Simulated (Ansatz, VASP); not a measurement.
## One calculation of LaNb4O, two programs

```xyz
6
Lattice="3.9482 0.0000 0.0000 0.0000 3.9482 0.0000 0.0000 0.0000 7.9616" Properties=species:S:1:pos:R:3 pbc="T T T"
La    0.0000    0.0000    0.0000
Nb    1.9741    0.0000    5.2989
Nb    0.0000    1.9741    2.6627
Nb    1.9741    0.0000    2.6627
Nb    0.0000    1.9741    5.2989
O     1.9741    1.9741    3.9808
```

Change from the starting cell: species swapped into the Na4SeS type (P4/mmm, No. 123).

Alike in both runs: functional PBE; k mesh 10 × 10 × 6; occupations gaussian, width 0.1 eV; no spin polarisation.

Ansatz relaxed the structure, and its values are those at the end. VASP's run is a single point on that final structure, the one shown.

|  | VASP | Ansatz |
| --- | --- | --- |
| version | VASP 6.6.1 | Ansatz 0.2.0 |
| potentials or method | VASP PAW PBE potentials, release 64 (La, Nb_sv, O), cutoff 520 eV | scalar-relativistic, plane waves, PAW |
| valence electrons in the cell | 69 | 69 |

Ansatz gave:

```
gap on the k mesh at the Fermi level (eV) : none
pressure (GPa)                            : 0.0
rms of the force components (eV/Å)        : 0.000
```

**Question.** What did VASP give for the same quantities?

**Answer.** gap on the k mesh at the Fermi level (eV): none; pressure (GPa): -0.1; rms of the force components (eV/Å): 0.004.

A gap of «none» marks a metal or a gap that the smearing closes. With one functional, cell and mesh, what is left measures potentials, basis and numerics.

Spin-orbit coupling is off throughout.
